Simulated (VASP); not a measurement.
Write the native input for VASP 6.6.1 that does the following.

| Quantity | Value |
| --- | --- |
| Task | single point |
| Functional | PBE |
| Potentials or basis | VASP PAW PBE potentials, release 64 (B, As) |
| Cutoff | 520 eV |
| k mesh | 12 × 12 × 2 |
| Occupations | gaussian, width 0.1 eV |
| Spin | no spin polarisation |
| Dipole correction | no |
| Further INCAR settings | ALGO = Normal; EDIFF = 1e-06; NBANDS = 32 |

The structure of B2As3 lies in POSCAR:

```
B2As3
1.0
    3.4268128358      0.0000000000      0.0000000000
   -1.7134064179      2.9677069698      0.0000000000
    0.0000000000      0.0000000000     15.3229590281
B As
4 6
Direct
    0.6666666667      0.3333333333      0.8092461728
    0.0000000000      0.0000000000      0.6288279095
    0.3333333333      0.6666666667      0.1907538272
    0.0000000000      0.0000000000      0.3711720905
    0.6666666667      0.3333333333      0.9502807290
    0.0000000000      0.0000000000      0.7662303149
    0.3333333333      0.6666666667      0.5844650380
    0.3333333333      0.6666666667      0.0497192710
    0.0000000000      0.0000000000      0.2337696851
    0.6666666667      0.3333333333      0.4155349620
```

The input as run:

INCAR

```
SYSTEM = B2As3
  PREC = Accurate
  ENCUT = 520
  EDIFF = 1E-6
  ISMEAR = 0
  SIGMA = 0.1
  LREAL = .FALSE.
  LASPH = .TRUE.
  NELM = 60
  ALGO = Normal
  ISIF = 2
  LWAVE = .FALSE.
  LCHARG = .TRUE.
  GGA = PE
  LELF = .TRUE.
  LVHAR = .TRUE.
  NBANDS = 32
```

KPOINTS

```
Automatic mesh
0
G
  12 12 2
  0 0 0
```

Potentials or basis: VASP PAW PBE potentials, release 64 (B, As).

Run with:

```sh
$ cat potpaw_PBE.64/B/POTCAR potpaw_PBE.64/As/POTCAR > POTCAR
$ mpirun -np 1 vasp_std > vasp.out
```

It gave:

```
Pressure               : 0.4 GPa
Largest force          : 0.039 eV/Å
Band gap on the k mesh : zero (bands 21 and 22 overlap by 1.85 eV)
```

Run time: 6 min on 1 thread of Intel Xeon 8259CL, on a shared host, peak memory 0.37 GiB.
